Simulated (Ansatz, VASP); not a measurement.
## Two plane-wave programs on AgCl

```
CELL_PARAMETERS angstrom
0.00000 2.99327 3.11300
2.99327 0.00000 3.11300
2.99327 2.99327 0.00000
ATOMIC_POSITIONS crystal
Ag 0.00000 0.00000 0.00000
Cl 0.25000 0.25000 0.25000
```

Change from the starting cell: uniaxial_z strain +4.0%.

Alike in both runs: task single point; functional PBE; k mesh 8 × 8 × 8; occupations fermi-dirac, width 0.02 eV; no spin polarisation.

|  | VASP | Ansatz |
| --- | --- | --- |
| version | VASP 6.6.1 | Ansatz 0.2.0 |
| potentials or method | VASP PAW PBE potentials, release 64 (Ag, Cl) | plane waves, PAW |
| plane-wave cutoff (eV) | 520 | 420 |
| valence electrons in the cell | 18 | 26 |

VASP gave:

| Quantity | Value |
| --- | --- |
| gap on the k mesh at the Fermi level (eV) | 1.28 |
| pressure (GPa) | -0.2 |
| traceless stress, the component that is largest in VASP (GPa) | -0.11 |

Question: Estimate Ansatz's values.

Answer: gap on the k mesh at the Fermi level (eV): 1.28; pressure (GPa): -0.1; traceless stress, the component that is largest in VASP (GPa): -0.11.

VASP's potentials hold 18 valence electrons a cell and Ansatz's 26, so a difference there can come from the potentials and not from the codes.
